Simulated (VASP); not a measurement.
Hf3H4C2:

```xyz
9
Lattice="6.5607 0.0000 0.0000 -3.2803 5.6817 0.0000 0.0000 0.0000 2.9941" Properties=species:S:1:pos:R:3 pbc="T T T"
Hf    4.3914    3.3117    1.4970
Hf    1.4970    2.1472    1.4970
Hf    3.9526    0.2228    1.4970
H     2.4309    4.2303    0.0000
H    -1.5987    5.6718    0.0000
H    -0.8322    1.4613    0.0000
H     0.0000    3.7878    0.0000
C     0.0000    0.0000    1.4970
C     3.2803    1.8939    0.0000
```

| Item | Value |
| --- | --- |
| Program | VASP 6.6.1 |
| Task | relaxation of cell and atoms |
| Functional | PBE |
| Potentials or basis | VASP PAW PBE potentials, release 64 (Hf_pv, H, C) |
| Cutoff | 600 eV |
| k mesh | 3 × 3 × 6 |
| Occupations | gaussian, width 0.1 eV |
| Spin | no spin polarisation |

At the start: pressure -17.6 GPa; volume 12.40 Å³/atom.

Where does the relaxation end?

Over 42 steps the energy falls by 665.1 meV/atom and the volume is 10.41 Å³/atom (-16.0 %); space group P-6 (No. 174, to 0.05 Å).

Step by step:
```
step  energy change (eV)  largest force (eV/Å)  pressure (GPa)  volume (Å³)
   1              0.0000                1.4236          -17.60       111.61
   3             -2.2253                3.6438           10.16        85.52
   5             -3.1985                0.6808           20.68        79.41
   7             -3.8462                0.7514           -0.07        88.75
   9             -3.9270                0.7644           -0.51        89.01
  11             -4.1169                0.8057           -1.75        90.26
  13             -4.5513                1.2876            6.72        87.81
  15             -4.6176                1.6704           10.97        86.84
  17             -4.7672                1.6784           11.20        87.27
  19             -5.1173                1.8304           13.80        89.23
  21             -5.5405                0.5302           -1.72        97.65
  23             -5.5672                0.5262           -0.92        96.85
  25             -5.6706                0.4443           -1.51        95.12
  27             -5.7473                0.4042           -0.36        93.38
  29             -5.7729                0.3450            0.78        91.86
  31             -5.8586                0.3560            0.99        91.97
  33             -5.9128                0.2789           -1.49        93.93
  35             -5.9388                0.2797            0.69        92.98
  37             -5.9654                0.3053           -0.61        93.44
  39             -5.9810                0.1104            0.15        92.79
  41             -5.9852                0.0534            0.55        92.95
  42             -5.9861                0.0144           -0.47        93.72
```

Final structure:
```
Hf H C
1.0
     5.80929    0.00000    0.00000
    -2.90465    5.03099    0.00000
     0.00000    0.00000    3.20678
Hf H C
3 4 2
Direct
  0.98809 0.62572 0.50000
  0.37428 0.36237 0.50000
  0.63763 0.01191 0.50000
  0.79049 0.96403 0.00000
  0.03597 0.82646 0.00000
  0.17354 0.20951 0.00000
  0.33333 0.66667 0.00000
  0.00000 0.00000 0.50000
  0.66667 0.33333 0.00000
```

Caveat: the volume moved by over 15 % at a fixed basis, so the end points are rough.
